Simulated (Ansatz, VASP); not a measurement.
**Two plane-wave programs on AlNi3**

File INCAR:

```
SYSTEM = AlNi3
ALGO = Normal
EDIFF = 1E-6
ENCUT = 520
GGA = CA
ISIF = 2
ISMEAR = 0
LASPH = .True.
LCHARG = .False.
LREAL = .False.
LWAVE = .False.
NBANDS = 24
NELM = 60
PREC = Accurate
SIGMA = 0.15
```

File KPOINTS:

```
k-points
0
Gamma
  14 14 14
  0 0 0
```

File POSCAR:

```
AlNi3
1.0
    0.0000000000      2.7112470942      2.7112470942
    2.7112470942      0.0000000000      2.7112470942
    2.7112470942      2.7112470942      0.0000000000
Al Ni
1 3
Direct
    0.5000000000      0.5000000000      0.5000000000
    0.2500000000      0.2500000000      0.2500000000
    0.0000000000      0.0000000000      0.0000000000
    0.7500000000      0.7500000000      0.7500000000
```

Input for Ansatz:

```yaml
crystal:
  lattice:
    - [0.0, 2.7112470942, 2.7112470942]
    - [2.7112470942, 0.0, 2.7112470942]
    - [2.7112470942, 2.7112470942, 0.0]
  atoms:
    - { symbol: Al, position: [0.5, 0.5, 0.5] }
    - { symbol: Ni, position: [0.25, 0.25, 0.25] }
    - { symbol: Ni, position: [0.0, 0.0, 0.0] }
    - { symbol: Ni, position: [0.75, 0.75, 0.75] }
basis:
  ecutwfc: 520.0
kpoints:
  mp_grid: { grid: [14, 14, 14] }
hamiltonian:
  xc: lda
  pseudopotentials: { kind: paw, azcp: { folder: soft_1 } }
scf:
  occupations: { method: gaussian, width: 0.15 }
  lower_state_search: "off"
output:
  forces: true
  stress: true
  eigenvalues: true
```

Alike in both runs: task single point; functional LDA; k mesh 14 × 14 × 14; occupations gaussian, width 0.15 eV; no spin polarisation.

|  | VASP | Ansatz |
| --- | --- | --- |
| version | VASP 6.6.1 | Ansatz 0.2.0 |
| potentials or method | VASP PAW LDA potentials, release 64 (Al, Ni), cutoff 520 eV | scalar-relativistic, plane waves, PAW |
| valence electrons in the cell | 33 | 57 |

|  | VASP | Ansatz | Ansatz less VASP |
| --- | --- | --- | --- |
| gap on the k mesh at the Fermi level (eV) | none | none | - |
| pressure (GPa) | 15.9 | 15.6 | -0.31 |

Ansatz warns that its potentials were made for another functional, while VASP's fit it. LDA's correlation is that of Perdew and Zunger in VASP and of Perdew and Wang (1992) in Ansatz. A gap of «none» marks a metal or a gap that the smearing closes. VASP's potentials hold 33 valence electrons a cell and Ansatz's 57, so a difference there can come from the potentials and not from the codes.
